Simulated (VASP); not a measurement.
Runs of VASP 6.6.1 on CdInS2. Symmetry: P-3m1, No. 164, trigonal system. Conventional cell: a = 3.869 Å, b = 3.869 Å, c = 6.811 Å, α = 90.00°, β = 90.00°, γ = 120.00°. Within 3.7 Å of Cd (site symmetry -3m) lie 6 S at 2.79 Å and 2 In at 3.41 Å. Within 3.7 Å of In (site symmetry -3m) lie 6 S at 2.83 Å and 2 Cd at 3.41 Å. S (site symmetry 3m) has 3 Cd at 2.79 Å and 3 In at 2.83 Å within 3.7 Å. 

```csv
k mesh,gap on the mesh (eV),pressure (GPa),largest force (eV/Å)
3 × 3 × 2,none,(a),0.16
5 × 5 × 3,none,0.0,-
8 × 8 × 4,none,0.1,0.02
4 × 4 × 2,none,0.1,0.05
2 × 2 × 1,none,4.3,0.23
```

Alike in all rows: task single point; level PBE; potentials or basis VASP PAW PBE potentials, release 64 (Cd, In_d, S); no spin polarisation; cell as given; cutoff (eV) 520; smearing fermi-dirac 0.05 eV.

Q: Fill in the values left out.

A: (a) 1.1.

Caveats: some runs use coarse meshes; spin-orbit coupling is left out, which moves the levels of the heavy elements.

A k mesh can miss the band edges, and the runs leave out spin-orbit coupling on Cd, In.

A gap of «none» marks levels without a gap at the run's occupations.
